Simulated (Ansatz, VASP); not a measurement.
Two plane-wave programs on AlRu

INCAR

```
SYSTEM = AlRu
  ALGO = Fast
  EDIFF = 1E-6
  ENCUT = 520
  GGA = PS
  ISIF = 2
  ISMEAR = 0
  LASPH = .True.
  LCHARG = .True.
  LELF = .True.
  LREAL = .False.
  LVHAR = .True.
  LWAVE = .False.
  NBANDS = 16
  NELM = 60
  PREC = Accurate
  SIGMA = 0.15
```

File KPOINTS:

```
k-points
0
Gamma
  16 16 16
  0 0 0
```

Contents of POSCAR:

```
AlRu
1.0
    3.1262220000      0.0000000000      0.0000000000
    0.0000000000      2.9916000000      0.0000000000
    0.0000000000      0.0000000000      2.9916000000
Al Ru
1 1
Direct
    0.0000000000      0.0000000000      0.0000000000
    0.5000000000      0.5000000000      0.5000000000
```

Input for Ansatz:

```yaml
crystal:
  lattice:
    - [3.126222, 0.0, 0.0]
    - [0.0, 2.9916, 0.0]
    - [0.0, 0.0, 2.9916]
  atoms:
    - { symbol: Al, position: [0.0, 0.0, 0.0] }
    - { symbol: Ru, position: [0.5, 0.5, 0.5] }
basis:
  ecutwfc: 420
kpoints:
  mp_grid: { grid: [16, 16, 16] }
hamiltonian:
  xc: pbesol
scf:
  occupations: { method: gaussian, width: 0.15 }
output:
  forces: true
  stress: true
  eigenvalues: true
```

Change from the starting cell: strain +0.0450 x Voigt [1, 0, 0, 0, 0, 0], atoms carried along.

Alike in both runs: task single point; functional PBEsol; k mesh 16 × 16 × 16; occupations gaussian, width 0.15 eV; no spin polarisation.

```csv
,VASP,Ansatz
version,VASP 6.6.1,Ansatz 0.2.0
potentials or method,"VASP PAW PBE potentials, release 64 (Al, Ru_pv), cutoff 520 eV","scalar-relativistic, plane waves, PAW"
valence electrons in the cell,17,19
```

```csv
,VASP,Ansatz,Ansatz less VASP
gap on the k mesh at the Fermi level (eV),none,none,-
pressure (GPa),-11.3,-11.2,+0.05
"traceless stress, the component that is largest in VASP (GPa)",-4.21,-4.20,+0.020
```

VASP's potentials were made for PBE, not for PBEsol. A gap of «none» marks a metal or a gap that the smearing closes. VASP's potentials hold 17 valence electrons a cell and Ansatz's 19, so a difference there can come from the potentials and not from the codes.
